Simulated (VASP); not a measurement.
# InO in VASP: notebook

Runs on InO. Level: PBE+D3(BJ). Tasks: single point.

All numbers are computed with VASP 6.6.1; they aren't measurements. Logs are shortened: lines on timing, memory, paths and dates and some standing lists are left out, and cuts for length are marked.

**1. The cell of the first run**

The cell holds a slab with vacuum, 4 atoms: a = 3.430 Å, b = 3.430 Å, c = 16.248 Å, α = 90.00°, β = 90.00°, γ = 120.00°.

**2. Single point, PBE+D3(BJ) (strain +0.000 along x and y, +0.025 along z)**

The input, INCAR:

```
SYSTEM = InO
ALGO     = Normal         ! electronic algorithm
EDIFF    = 1E-6           ! SCF threshold, eV
ENCUT    = 520            ! plane-wave cutoff, eV
GGA      = PE             ! functional
ISIF     = 2              ! what is computed and relaxed
ISMEAR   = 0              ! smearing method
IVDW     = 12             ! dispersion correction
LASPH    = .True.         ! aspherical terms in the spheres
LCHARG   = .True.         ! write CHGCAR
LELF     = .True.         ! ELF
LREAL    = .False.        ! projectors in reciprocal space
LVHAR    = .True.       
LWAVE    = .False.        ! write WAVECAR
NBANDS   = 27             ! bands
NELM     = 60             ! most SCF steps
PREC     = Accurate       ! precision mode
SIGMA    = 0.05           ! smearing width, eV
```

The input, KPOINTS:

```
k-points
0
Gamma
  12 12 2
  0 0 0
```

The input, POSCAR:

```
InO
1.0
    3.4297831874      0.0000000000      0.0000000000
   -1.7148915937      2.9702793698      0.0000000000
    0.0000000000      0.0000000000     16.2483227879
In O
2 2
Direct
    0.6666666667      0.3333333333      0.5895266171
    0.6666666667      0.3333333333      0.4104733829
    0.0000000000      0.0000000000      0.6398766429
    0.0000000000      0.0000000000      0.3601233571
```

Potentials or basis: VASP PAW PBE potentials, release 64 (In_d, O).

The run is started by

```console
$ cat potpaw_PBE.64/In_d/POTCAR potpaw_PBE.64/O/POTCAR > POTCAR
$ mpirun -np 1 vasp_std > vasp.out
```

OUTCAR:

```text
SYSTEM = InO
   EDIFF = 1E-6
   ENCUT = 520
   GGA = PE
   ISIF = 2
   ISMEAR = 0
   IVDW = 12
   LASPH = .True.
   LREAL = .False.
   NELM = 60
   PREC = Accurate
 IVDW          = 12

 ion  position               nearest neighbor table
   1  0.667  0.333  0.590-   3 2.14   3 2.14   3 2.14   2 2.91
   2  0.667  0.333  0.410-   4 2.14   4 2.14   4 2.14   1 2.91
   3  0.000  0.000  0.640-   1 2.14   1 2.14   1 2.14
   4  0.000  0.000  0.360-   2 2.14   2 2.14   2 2.14

  LATTYP: Found a hexagonal cell.
 ALAT       =     3.4297831874
 C/A-ratio  =     4.7374198018

  Lattice vectors:

 A1 = (   3.4297831874,   0.0000000000,   0.0000000000)
 A2 = (  -1.7148915937,   2.9702793698,   0.0000000000)
 A3 = (   0.0000000000,   0.0000000000,  16.2483227879)

Analysis of symmetry for initial positions (statically):
=====================================================================
 Subroutine PRICEL returns:
 Original cell was already a primitive cell.

 Routine SETGRP: Setting up the symmetry group for a
 hexagonal supercell.

 Subroutine GETGRP returns: Found 12 space group operations
 (whereof 12 operations were pure point group operations)
 out of a pool of 24 trial point group operations.

The static configuration has the point symmetry D_3h.

Analysis of symmetry for dynamics (positions and initial velocities):
=====================================================================
 Subroutine PRICEL returns:
 Original cell was already a primitive cell.

 Routine SETGRP: Setting up the symmetry group for a
 hexagonal supercell.

 Subroutine GETGRP returns: Found 12 space group operations
 (whereof 12 operations were pure point group operations)
 out of a pool of 24 trial point group operations.

The dynamic configuration has the point symmetry D_3h.

 Subroutine INISYM returns: Found 12 space group operations
 (whereof 12 operations are pure point group operations),
 and found     1 'primitive' translations

----------------------------------------------------------------------------------------

                                     Primitive cell

  volume of cell :     165.5284

  direct lattice vectors                    reciprocal lattice vectors
[... 87 lines left out ...]
   LSORBIT =      F    spin-orbit coupling
   LASPH  =      T    aspherical Exc in radial PAW
   ENCUT  =  520.0 eV  38.22 Ry    6.18 a.u.   6.38  6.38 30.21*2*pi/ulx,y,z
   NELM   =     60;   NELMIN=  2; NELMDL= -5     # of ELM steps
   EDIFF  = 0.1E-05   stopping-criterion for ELM
   LREAL  =      F    real-space projection
   EDIFFG = 0.1E-04   stopping-criterion for IOM
   NSW    =      0    number of steps for IOM
   IBRION =     -1    ionic relax: 0-MD 1-quasi-New 2-CG
   NFREE  =      0    steps in history (QN), initial steepest desc. (CG)
   ISIF   =      2    stress and relaxation
   ISYM   =      2    0-nonsym 1-usesym 2-fastsym
   POTIM  = 0.5000    time-step for ionic-motion
   TEBEG  =    0.0;   TEEND  =   0.0 temperature during run
   PSTRESS=    0.0 pullay stress
   NELECT =      38.0000    total number of electrons
   NUPDOWN=      -1.0000    fix difference up-down
   EMIN   =  10.00;   EMAX   =-10.00  energy-range for DOS
   EFERMI =   0.00;   METHOD = LEGACY
   ISMEAR =     0;   SIGMA  =   0.05  broadening in eV -4-tet -1-fermi 0-gaus
   EFERMI_NEDOS =   21; number of points for ismear=-14 and -15
   IALGO  =     38    algorithm
   IMIX   =      4    mixing-type and parameters
     AMIX     =   0.40;   BMIX     =  1.00
     AMIX_MAG =   1.60;   BMIX_MAG =  1.00
  volume/ion in A,a.u.               =      41.38       279.26
  Fermi-wavevector in a.u.,A,eV,Ry     =   1.002410  1.894279 13.671473  1.004825
  Thomas-Fermi vector in A             =   2.134895
   LORBIT       =      0    0 simple, 1 ext, 2 COOP (PROOUT), +10 PAW based schemes
   GGA     = PE    functional components
   LHFCALC =     F    Hartree Fock is set to
   AEXX    =    0.0000 exact exchange contribution
   IVDW    =    12    specifies the selected vdW correction
   LEPSILON=     F    determine dielectric tensor
   LRPA    =     F    only Hartree local field effects (RPA)
 non-spin polarized calculation
 Gauss-broadening in eV      SIGMA  =   0.05
  energy-cutoff  :      520.00
  volume of cell :      165.53
 maximum number of plane-waves:      4500
 NGX is ok and might be reduce to    28
   NGX = 13   NGY = 13   NGZ = 61

 number of electron      38.0000003 magnetization

 Free energy of the ion-electron system (eV)
  ---------------------------------------------------
  ext. energy  EPLUGINS =         0.00000000
  ---------------------------------------------------
  free energy    TOTEN  =       -19.41178408 eV

  energy without entropy =      -19.41178407  energy(sigma->0) =      -19.41178408

 E-fermi :  -1.5245     XC(G=0):  -4.8335

 val. band max:       -1.6935986114   @ k =   0.3333   0.3333   0.5000
 cond. band min:      -1.3603466507   @ k =   0.0000   0.0000   0.5000
 fundamental gap:      0.3332519607
 Fermi energy:        -1.5244767365

 k-point     1 :       0.0000    0.0000    0.0000
  band No.  band energies     occupation
      1     -19.4220      2.00000
      2     -19.4051      2.00000
      3     -15.2744      2.00000
      4     -15.2744      2.00000
      5     -15.2376      2.00000
      6     -15.2376      2.00000
[... 709 lines left out ...]
     26       6.8085      0.00000
     27       7.1972      0.00000

 [... further k-points ...]

------------------------ aborting loop because EDIFF is reached ----------------------------------------

 Edisp (eV)   -0.56926

 E8    (eV) :    -0.2662

  FORCE on cell =-STRESS in cart. coord.  units (eV):
  Direction    XX          YY          ZZ          XY          YZ          ZX
  --------------------------------------------------------------------------------------
  -------------------------------------------------------------------------------------
  Total      -0.19839    -0.19839    -1.18762     0.00000     0.00000     0.00000
  in kB      -1.92025    -1.92025   -11.49519     0.00000     0.00000     0.00000
  external pressure =       -5.11 kB  Pullay stress =        0.00 kB

 VOLUME and BASIS-vectors are now :
 -----------------------------------------------------------------------------
  energy-cutoff  :      520.00
  volume of cell :      165.53
      direct lattice vectors                 reciprocal lattice vectors
     3.429783187  0.000000000  0.000000000     0.291563619  0.168334334  0.000000000
    -1.714891594  2.970279370  0.000000000     0.000000000  0.336668668  0.000000000
     0.000000000  0.000000000 16.248322788     0.000000000  0.000000000  0.061544814

 POSITION                                       TOTAL-FORCE (eV/Angst)
 -----------------------------------------------------------------------------------
      1.71489      0.99009      9.57882        -0.000000     -0.000000     -0.170690
      1.71489      0.99009      6.66950        -0.000000     -0.000000      0.170690
      0.00000      0.00000     10.39692         0.000000      0.000000     -0.135331
      0.00000      0.00000      5.85140         0.000000      0.000000      0.135331
 -----------------------------------------------------------------------------------
    total drift:                                0.000000     -0.000000      0.000000

  FREE ENERGIE OF THE ION-ELECTRON SYSTEM (eV)
  ---------------------------------------------------
  free  energy   TOTEN  =       -19.9810432803 eV

  energy  without entropy=      -19.9810432721  energy(sigma->0) =      -19.98104328
```

OSZICAR:

```text
N       E                     dE             d eps       ncg     rms          rms(c)
DAV:   1     0.396771518976E+03    0.39677E+03   -0.17901E+04  2068   0.142E+03
DAV:   2     0.404913486836E+02   -0.35628E+03   -0.34259E+03  2252   0.377E+02
DAV:   3    -0.206834213358E+02   -0.61175E+02   -0.60309E+02  2601   0.172E+02
[... 13 lines left out ...]
DAV:  17    -0.194117348064E+02   -0.30030E-04   -0.54190E-06  2644   0.222E-02    0.518E-03
DAV:  18    -0.194117757433E+02   -0.40937E-04   -0.15755E-06  1777   0.628E-03    0.105E-03
DAV:  19    -0.194117799497E+02   -0.42065E-05   -0.12414E-07  1849   0.351E-03    0.659E-04
DAV:  20    -0.194117836008E+02   -0.36511E-05   -0.10314E-07  1580   0.208E-03    0.362E-04
DAV:  21    -0.194117840811E+02   -0.48030E-06   -0.32457E-08  1691   0.197E-03
   1 F= -.19981043E+02 E0= -.19981043E+02  d E =-.829048E-08
```

stdout:

```text
POSCAR found type information on POSCAR InO
 POSCAR found :  2 types and       4 ions
 scaLAPACK will be used
 LDA part: xc-table for (Slater+PW92), standard interpolation
 POSCAR, INCAR and KPOINTS ok, starting setup
 FFT: planning ... GRIDC
 FFT: planning ... GRID_SOFT
 FFT: planning ... GRID
 WAVECAR not read
 entering main loop
```

Run time: 4.9 min. Hardware: 1 thread of Intel Xeon 6975P-C, shared host; peak memory 0.4 GiB.

What came out:

```yaml
Free_energy: -19.9810 eV
Largest_force: 0.171 eV/Å
Band_gap_on_the_k_mesh: 0.33 eV, indirect (least direct gap 1.12 eV)
Dispersion_energy_per_atom: -0.142 eV
```

Forces in eV/Å, atoms in the order of the input:
```
In   0.000  0.000 -0.171
In   0.000  0.000  0.171
O    0.000  0.000 -0.135
O    0.000  0.000  0.135
```

Caveat: the cell differs from its parent crystal (strain +0.000 along x and y, +0.025 along z); spin-orbit coupling is left out, which moves the levels of the heavy elements.

**3. Single point, PBE+D3(BJ) (strain +0.025 along x and y, -0.025 along z)**

The input, INCAR:

```
SYSTEM = InO
PREC = Accurate
ENCUT = 520
EDIFF = 1E-7
ISMEAR = 0
SIGMA = 0.05
LREAL = .False.
LASPH = .True.
NELM = 100
ALGO = Normal
ISIF = 2
LWAVE = .False.
LCHARG = .False.
GGA = PE
IVDW = 12
NBANDS = 27
```

The input, KPOINTS:

```
regular mesh
0
Gamma
  12 12 2
  0 0 0
```

The input, POSCAR:

```
InO
1.0
    3.5155277671      0.0000000000      0.0000000000
   -1.7577638836      3.0445363540      0.0000000000
    0.0000000000      0.0000000000     15.4557216763
In O
2 2
Direct
    0.6666666667      0.3333333333      0.5895266171
    0.6666666667      0.3333333333      0.4104733829
    0.0000000000      0.0000000000      0.6398766429
    0.0000000000      0.0000000000      0.3601233571
```

Potentials or basis: VASP PAW PBE potentials, release 64 (In_d, O).

The run is started by

```console
$ cat potpaw_PBE.64/In_d/POTCAR potpaw_PBE.64/O/POTCAR > POTCAR
$ mpirun -np 1 vasp_std > vasp.out
```

OUTCAR:

```text
SYSTEM = InO
   PREC = Accurate
   ENCUT = 520
   EDIFF = 1E-7
   ISMEAR = 0
   LREAL = .False.
   LASPH = .True.
   NELM = 100
   ISIF = 2
   GGA = PE
   IVDW = 12
 IVDW          = 12

 ion  position               nearest neighbor table
   1  0.667  0.333  0.590-   3 2.17   3 2.17   3 2.17   2 2.77
   2  0.667  0.333  0.410-   4 2.17   4 2.17   4 2.17   1 2.77
   3  0.000  0.000  0.640-   1 2.17   1 2.17   1 2.17
   4  0.000  0.000  0.360-   2 2.17   2 2.17   2 2.17

  LATTYP: Found a hexagonal cell.
 ALAT       =     3.5155277671
 C/A-ratio  =     4.3964157589

[... 921 lines left out ...]
  Direction    XX          YY          ZZ          XY          YZ          ZX
  --------------------------------------------------------------------------------------
  -------------------------------------------------------------------------------------
  Total      -2.59389    -2.59389     0.67119     0.00000     0.00000     0.00000
  in kB     -25.12241   -25.12241     6.50060     0.00000     0.00000     0.00000
  external pressure =      -14.58 kB  Pullay stress =        0.00 kB

 VOLUME and BASIS-vectors are now :
 -----------------------------------------------------------------------------
  energy-cutoff  :      520.00
  volume of cell :      165.42
      direct lattice vectors                 reciprocal lattice vectors
     3.515527767  0.000000000  0.000000000     0.284452312  0.164228619  0.000000000
    -1.757763884  3.044536354  0.000000000     0.000000000  0.328457237  0.000000000
     0.000000000  0.000000000 15.455721676     0.000000000  0.000000000  0.064700958

 POSITION                                       TOTAL-FORCE (eV/Angst)
 -----------------------------------------------------------------------------------
      1.75776      1.01485      9.11156         0.000000      0.000000      0.606383
      1.75776      1.01485      6.34416        -0.000000      0.000000     -0.606383
      0.00000      0.00000      9.88976         0.000000     -0.000000     -0.214051
      0.00000      0.00000      5.56597         0.000000     -0.000000      0.214051
 -----------------------------------------------------------------------------------
    total drift:                               -0.000001      0.000001      0.000000

  FREE ENERGIE OF THE ION-ELECTRON SYSTEM (eV)
  ---------------------------------------------------
  free  energy   TOTEN  =       -19.9261357477 eV

  energy  without entropy=      -19.9261357477  energy(sigma->0) =      -19.92613575
```

OSZICAR:

```text
N       E                     dE             d eps       ncg     rms          rms(c)
DAV:   1     0.395678411426E+03    0.39568E+03   -0.17957E+04  2068   0.142E+03
DAV:   2     0.415019741523E+02   -0.35418E+03   -0.34122E+03  2240   0.379E+02
DAV:   3    -0.206672145707E+02   -0.62169E+02   -0.61179E+02  2593   0.173E+02
[... 14 lines left out ...]
DAV:  18    -0.193706494295E+02   -0.25761E-04   -0.10727E-06  2235   0.523E-03    0.166E-03
DAV:  19    -0.193706548340E+02   -0.54045E-05   -0.22032E-07  1769   0.367E-03    0.512E-04
DAV:  20    -0.193706560910E+02   -0.12571E-05   -0.67388E-08  1621   0.253E-03    0.263E-04
DAV:  21    -0.193706562058E+02   -0.11480E-06   -0.17172E-08  1783   0.898E-04    0.103E-04
DAV:  22    -0.193706562140E+02   -0.81263E-08   -0.31821E-09  1569   0.584E-04
   1 F= -.19926136E+02 E0= -.19926136E+02  d E =-.912770E-12
```

stdout:

```text
POSCAR found type information on POSCAR InO
 POSCAR found :  2 types and       4 ions
 scaLAPACK will be used
 LDA part: xc-table for (Slater+PW92), standard interpolation
 POSCAR, INCAR and KPOINTS ok, starting setup
 FFT: planning ... GRIDC
 FFT: planning ... GRID_SOFT
 FFT: planning ... GRID
 WAVECAR not read
 entering main loop
```

Run time: 4.8 min. Hardware: 1 thread of Intel Xeon 6975P-C, shared host; peak memory 0.38 GiB.

What came out:

```
Free energy                : -19.9261 eV
Largest force              : 0.606 eV/Å
Band gap on the k mesh     : 0.50 eV, indirect (least direct gap 1.00 eV)
Dispersion energy per atom : -0.139 eV
```

Forces on the atoms (eV/Å):
```
In   0.000  0.000  0.606
In   0.000  0.000 -0.606
O    0.000  0.000 -0.214
O    0.000  0.000  0.214
```

Caveat: the cell differs from its parent crystal (strain +0.025 along x and y, -0.025 along z); spin-orbit coupling is left out, which moves the levels of the heavy elements.

[end of part 1 of 2]
